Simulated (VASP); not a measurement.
# MgS (I4/mmm) in VASP: notebook

MgS is run at these levels: PBEsol; tasks: single point.

All numbers are computed with VASP 6.6.1; they aren't measurements. Logs are shortened: lines on timing, memory, paths and dates and some standing lists are left out, and cuts for length are marked.

## (1) The cell of the first run

The structure is tetragonal, space group I4/mmm (No. 139). Conventional cell: a = 3.624 Å, b = 3.624 Å, c = 5.359 Å, α = 90.00°, β = 90.00°, γ = 90.00°. Within 3.4 Å of Mg (site symmetry 4/mmm) lie 6 S at 2.56 to 2.68 Å. Within 3.4 Å of S (site symmetry 4/mmm) lie 6 Mg at 2.56 to 2.68 Å.

## (2) Single point, PBEsol (strain -0.015 along x and y, +0.030 along z)

File INCAR:

```
  PREC = Accurate
  ENCUT = 520
  EDIFF = 1E-6
  ISMEAR = 0
  SIGMA = 0.05
  LREAL = False
  LASPH = True
  NELM = 60
  ALGO = Normal
  ISIF = 2
  LWAVE = False
  LCHARG = False
  GGA = PS
  NBANDS = 11
```

File KPOINTS:

```
Automatic mesh
0
Gamma
  8 8 8
```

File POSCAR:

```
MgS
1.0
    0.0000000000      2.5626252500      2.6796995000
    2.5626252500      0.0000000000      2.6796995000
    2.5626252500      2.5626252500      0.0000000000
Mg S
1 1
Direct
    0.0000000000      0.0000000000      0.0000000000
    0.5000000000      0.5000000000      0.5000000000
```

Potentials or basis: VASP PAW PBE potentials, release 64 (Mg, S).

Started as:

```console
cat potpaw_PBE.64/Mg/POTCAR potpaw_PBE.64/S/POTCAR > POTCAR
mpirun -np 1 vasp_std > vasp.out
```

OUTCAR:

```text
PREC = Accurate
   ENCUT = 520
   EDIFF = 1E-6
   ISMEAR = 0
   LREAL = False
   LASPH = True
   NELM = 60
   ISIF = 2
   GGA = PS

 ion  position               nearest neighbor table
   1  0.000  0.000  0.000-   2 2.56   2 2.56   2 2.56   2 2.56   2 2.68   2 2.68
   2  0.500  0.500  0.500-   1 2.56   1 2.56   1 2.56   1 2.56   1 2.68   1 2.68

  LATTYP: Found a body centered tetragonal cell.
 ALAT       =     3.6240993838
 C/A-ratio  =     1.4788223038

  Lattice vectors:

 A1 = (  -2.5626252500,   0.0000000000,   2.6796995000)
 A2 = (   2.5626252500,   0.0000000000,   2.6796995000)
 A3 = (   0.0000000000,   2.5626252500,  -2.6796995000)

Analysis of symmetry for initial positions (statically):
=====================================================================
 Subroutine PRICEL returns:
 Original cell was already a primitive cell.

 Routine SETGRP: Setting up the symmetry group for a
 body centered tetragonal supercell.

 Subroutine GETGRP returns: Found 16 space group operations
 (whereof 16 operations were pure point group operations)
 out of a pool of 16 trial point group operations.

The static configuration has the point symmetry D_4h.

Analysis of symmetry for dynamics (positions and initial velocities):
=====================================================================
 Subroutine PRICEL returns:
 Original cell was already a primitive cell.

 Routine SETGRP: Setting up the symmetry group for a
 body centered tetragonal supercell.

 Subroutine GETGRP returns: Found 16 space group operations
 (whereof 16 operations were pure point group operations)
 out of a pool of 16 trial point group operations.

The dynamic configuration has the point symmetry D_4h.

 Subroutine INISYM returns: Found 16 space group operations
 (whereof 16 operations are pure point group operations),
 and found     1 'primitive' translations

----------------------------------------------------------------------------------------

                                     Primitive cell

  volume of cell :      35.1954

  direct lattice vectors                    reciprocal lattice vectors
     0.000000000  2.562625250  2.679699500    -0.195112415  0.195112415  0.186588086
     2.562625250  0.000000000  2.679699500     0.195112415 -0.195112415  0.186588086
     2.562625250  2.562625250  0.000000000     0.195112415  0.195112415 -0.186588086

  length of vectors
     3.707807652  3.707807652  3.624099384     0.333095816  0.333095816  0.333095816

  position of ions in fractional coordinates (direct lattice)
     0.000000000  0.000000000  0.000000000
     0.500000000  0.500000000  0.500000000

  ion indices of the primitive-cell ions
   primitive index   ion index
                 1           1
                 2           2

----------------------------------------------------------------------------------------

 KPOINTS: Automatic mesh

Automatic generation of k-mesh.
 Grid dimensions read from file:
 generate k-points for:    8    8    8

 Generating k-lattice:

  Cartesian coordinates                     Fractional coordinates (reciprocal lattice)
    -0.024389052  0.024389052  0.023323511     0.125000000  0.000000000  0.000000000
     0.024389052 -0.024389052  0.023323511     0.000000000  0.125000000  0.000000000
     0.024389052  0.024389052 -0.023323511     0.000000000  0.000000000  0.125000000

  Length of vectors
     0.041636977  0.041636977  0.041636977

  Shift w.r.t. Gamma in fractional coordinates (k-lattice)
     0.000000000  0.000000000  0.000000000

 Subroutine IBZKPT returns following result:
 ===========================================

 Found     59 irreducible k-points:

 Following reciprocal coordinates:
            Coordinates               Weight
  0.000000  0.000000  0.000000      1.000000
  0.125000 -0.000000  0.000000      8.000000
  0.250000 -0.000000  0.000000      8.000000
  0.375000 -0.000000  0.000000      8.000000
  0.500000 -0.000000  0.000000      4.000000
  0.125000  0.125000  0.000000      2.000000
[... 16 lines left out ...]
  0.250000 -0.000000  0.125000     16.000000
  0.375000 -0.000000  0.125000     16.000000
 [... further k-points ...]
   k-points           NKPTS =     59   k-points in BZ     NKDIM =     59   number of bands    NBANDS=     11
   number of dos      NEDOS =    301   number of ions     NIONS =      2
   total plane-waves  NPLWV =  21952
   dimension x,y,z NGX =    28 NGY =   28 NGZ =   28
   dimension x,y,z NGXF=    56 NGYF=   56 NGZF=   56
   ions per type =               1   1
   NGX,Y,Z   is equivalent  to a cutoff of  12.55, 12.55, 12.84 a.u.
   NGXF,Y,Z  is equivalent  to a cutoff of  25.11, 25.11, 25.69 a.u.
 SYSTEM =  unknown system
   PREC   = accura    normal or accurate (medium, high low for compatibility)
   ISTART =      0    job   : 0-new  1-cont  2-samecut
   ICHARG =      2    charge: 1-file 2-atom 10-const
   ISPIN  =      1    spin polarized calculation?
   LNONCOLLINEAR =      F non collinear calculations
   LSORBIT =      F    spin-orbit coupling
   LASPH  =      T    aspherical Exc in radial PAW
   ENCUT  =  520.0 eV  38.22 Ry    6.18 a.u.   6.89  6.89  6.74*2*pi/ulx,y,z
   NELM   =     60;   NELMIN=  2; NELMDL= -5     # of ELM steps
   EDIFF  = 0.1E-05   stopping-criterion for ELM
   LREAL  =      F    real-space projection
   EDIFFG = 0.1E-04   stopping-criterion for IOM
   NSW    =      0    number of steps for IOM
   IBRION =     -1    ionic relax: 0-MD 1-quasi-New 2-CG
   NFREE  =      0    steps in history (QN), initial steepest desc. (CG)
   ISIF   =      2    stress and relaxation
   ISYM   =      2    0-nonsym 1-usesym 2-fastsym
   POTIM  = 0.5000    time-step for ionic-motion
   TEBEG  =    0.0;   TEEND  =   0.0 temperature during run
   PSTRESS=    0.0 pullay stress
   NELECT =       8.0000    total number of electrons
   NUPDOWN=      -1.0000    fix difference up-down
   EMIN   =  10.00;   EMAX   =-10.00  energy-range for DOS
   EFERMI =   0.00;   METHOD = LEGACY
   ISMEAR =     0;   SIGMA  =   0.05  broadening in eV -4-tet -1-fermi 0-gaus
   EFERMI_NEDOS =   21; number of points for ismear=-14 and -15
   IALGO  =     38    algorithm
   IMIX   =      4    mixing-type and parameters
     AMIX     =   0.40;   BMIX     =  1.00
     AMIX_MAG =   1.60;   BMIX_MAG =  1.00
  volume/ion in A,a.u.               =      17.60       118.76
  Fermi-wavevector in a.u.,A,eV,Ry     =   0.999101  1.888027 13.581374  0.998203
  Thomas-Fermi vector in A             =   2.131369
   LORBIT       =      0    0 simple, 1 ext, 2 COOP (PROOUT), +10 PAW based schemes
   GGA     = PS    functional components
   LHFCALC =     F    Hartree Fock is set to
   AEXX    =    0.0000 exact exchange contribution
   IVDW    =     0    specifies the selected vdW correction
   LEPSILON=     F    determine dielectric tensor
   LRPA    =     F    only Hartree local field effects (RPA)
 non-spin polarized calculation
 Gauss-broadening in eV      SIGMA  =   0.05
  energy-cutoff  :      520.00
  volume of cell :       35.20
 maximum number of plane-waves:       974
   NGX = 13   NGY = 13   NGZ = 13

 number of electron       7.9999999 magnetization

 Free energy of the ion-electron system (eV)
  ---------------------------------------------------
  ext. energy  EPLUGINS =         0.00000000
  ---------------------------------------------------
  free energy    TOTEN  =        -9.05885586 eV

  energy without entropy =       -9.05885586  energy(sigma->0) =       -9.05885586

 E-fermi :   4.0570     XC(G=0):  -9.8366

 val. band max:        3.7924689238   @ k =   0.0000   0.0000   0.0000
 cond. band min:       6.3225978209   @ k =   0.5000   0.0000   0.5000
 fundamental gap:      2.5301288970
 Fermi energy:         4.0570392947

 k-point     1 :       0.0000    0.0000    0.0000
  band No.  band energies     occupation
      1      -9.0121      2.00000
      2       3.6165      2.00000
      3       3.6165      2.00000
      4       3.7925      2.00000
      5       7.2761      0.00000
      6      11.2360      0.00000
      7      11.7004      0.00000
      8      11.7004      0.00000
      9      13.6672      0.00000
     10      14.3010      0.00000
     11      15.9956      0.00000

 k-point     2 :       0.1250   -0.0000    0.0000
  band No.  band energies     occupation
      1      -8.8591      2.00000
      2       2.5973      2.00000
      3       3.5360      2.00000
      4       3.6155      2.00000
      5       8.0854      0.00000
      6      11.1855      0.00000
      7      11.6201      0.00000
      8      11.9731      0.00000
      9      13.1102      0.00000
     10      13.5771      0.00000
     11      16.1940      0.00000

 k-point     3 :       0.2500   -0.0000    0.0000
  band No.  band energies     occupation
      1      -8.4445      2.00000
      2       0.8222      2.00000
      3       3.3368      2.00000
      4       3.3595      2.00000
      5       8.5036      0.00000
      6      11.1533      0.00000
      7      11.6939      0.00000
      8      11.8984      0.00000
      9      13.8746      0.00000
     10      13.9383      0.00000
     11      15.4889      0.00000

 k-point     4 :       0.3750   -0.0000    0.0000
  band No.  band energies     occupation
      1      -7.9369      2.00000
      2      -0.6362      2.00000
      3       3.0967      2.00000
      4       3.2033      2.00000
      5       8.2026      0.00000
      6      10.5438      0.00000
      7      11.0095      0.00000
      8      13.3933      0.00000
      9      15.1129      0.00000
     10      15.8065      0.00000
     11      15.9803      0.00000

 k-point     5 :       0.5000   -0.0000    0.0000
  band No.  band energies     occupation
      1      -7.6838      2.00000
      2      -1.2222      2.00000
      3       3.0056      2.00000
      4       3.1436      2.00000
      5       8.0533      0.00000
      6      10.3214      0.00000
      7      10.7520      0.00000
      8      13.7620      0.00000
      9      15.6516      0.00000
     10      17.8831      0.00000
     11      18.2617      0.00000
[... 211 lines left out ...]
 k-point    21 :       0.5000    0.5000    0.0000
  band No.  band energies     occupation
      1      -7.4256      2.00000
      2      -0.6154      2.00000
      3       2.1026      2.00000
      4       2.1026      2.00000
      5       6.5673      0.00000
      6       8.0275      0.00000
      7      15.2457      0.00000
      8      16.4418      0.00000
      9      17.1574      0.00000
     10      17.1574      0.00000
     11      19.7022      0.00000

 k-point    22 :       0.1250    0.0000    0.1250
  band No.  band energies     occupation
      1      -8.8013      2.00000
      2       2.5923      2.00000
      3       3.2352      2.00000
      4       3.4693      2.00000
      5       8.4376      0.00000
      6      10.6364      0.00000
      7      12.0243      0.00000
      8      12.2374      0.00000
      9      12.3447      0.00000
     10      14.0964      0.00000
     11      16.6513      0.00000

 k-point    23 :       0.2500   -0.0000    0.1250
  band No.  band energies     occupation
      1      -8.4687      2.00000
      2       1.2714      2.00000
      3       2.9961      2.00000
      4       3.1680      2.00000
      5       9.0634      0.00000
      6      10.3941      0.00000
      7      11.1864      0.00000
      8      12.2580      0.00000
      9      13.3533      0.00000
     10      14.6413      0.00000
     11      16.8617      0.00000

 k-point    24 :       0.3750   -0.0000    0.1250
  band No.  band energies     occupation
      1      -7.9837      2.00000
      2      -0.1670      2.00000
      3       2.7725      2.00000
      4       2.8488      2.00000
      5       8.7910      0.00000
      6      10.3548      0.00000
      7      11.5423      0.00000
      8      11.8639      0.00000
      9      14.9669      0.00000
     10      16.5123      0.00000
     11      16.6286      0.00000

 [... further k-points ...]
[... 5 lines left out ...]
  --------------------------------------------------------------------------------------
  -------------------------------------------------------------------------------------
  Total        0.1483770      0.1483770     -0.8156212      0.0000000     -0.0000000      0.0000000
  in kB        6.7544639      6.7544639    -37.1289617      0.0000000     -0.0000000      0.0000000
  external PRESSURE =      -7.8733446 kB  Pullay stress =       0.0000000 kB

 VOLUME and BASIS-vectors are now :
 -----------------------------------------------------------------------------
  energy-cutoff  :      520.00
  volume of cell :       35.20
      direct lattice vectors                 reciprocal lattice vectors
     0.000000000  2.562625250  2.679699500    -0.195112415  0.195112415  0.186588086
     2.562625250  0.000000000  2.679699500     0.195112415 -0.195112415  0.186588086
     2.562625250  2.562625250  0.000000000     0.195112415  0.195112415 -0.186588086

 POSITION                                       TOTAL-FORCE (eV/Angst)
 -----------------------------------------------------------------------------------
      0.00000      0.00000      0.00000        -0.000000     -0.000000      0.000000
      2.56263      2.56263      2.67970         0.000000      0.000000      0.000000
 -----------------------------------------------------------------------------------
    total drift:                                0.000000      0.000000      0.000000

  FREE ENERGIE OF THE ION-ELECTRON SYSTEM (eV)
  ---------------------------------------------------
  free  energy   TOTEN  =        -9.0588558630 eV

  energy  without entropy=       -9.0588558630  energy(sigma->0) =       -9.05885586
```

Run time: 14 s. Hardware: 1 thread of Intel Xeon 6975P-C, shared host; peak memory 0.17 GiB.

Results:

```
Free energy            : -9.0589 eV
Pressure               : -0.8 GPa
Band gap on the k mesh : 2.53 eV, indirect (least direct gap 3.48 eV)
```

Levels at points of the mesh, in eV from the valence-band top:
```csv
k point,band 1,band 2,band 3,band 4,band 5,band 6,band 7,band 8,band 9
"(0.00, 0.00, 0.00)",-12.80,-0.18,-0.18,0.00,3.48,7.44,7.91,7.91,9.87
"(0.50, 0.00, 0.00)",-11.48,-5.01,-0.79,-0.65,4.26,6.53,6.96,9.97,11.86
"(0.50, 0.50, 0.00)",-11.22,-4.41,-1.69,-1.69,2.77,4.23,11.45,12.65,13.36
"(0.50, 0.00, 0.50)",-11.04,-4.36,-2.08,-1.69,2.53,4.09,11.90,12.46,12.70
```

Caveat: the cell differs from its parent crystal (strain -0.015 along x and y, +0.030 along z); the PAW data sets were made with another functional, which shifts forces and pressure a little.

(Part 1 of 2 ends here.)
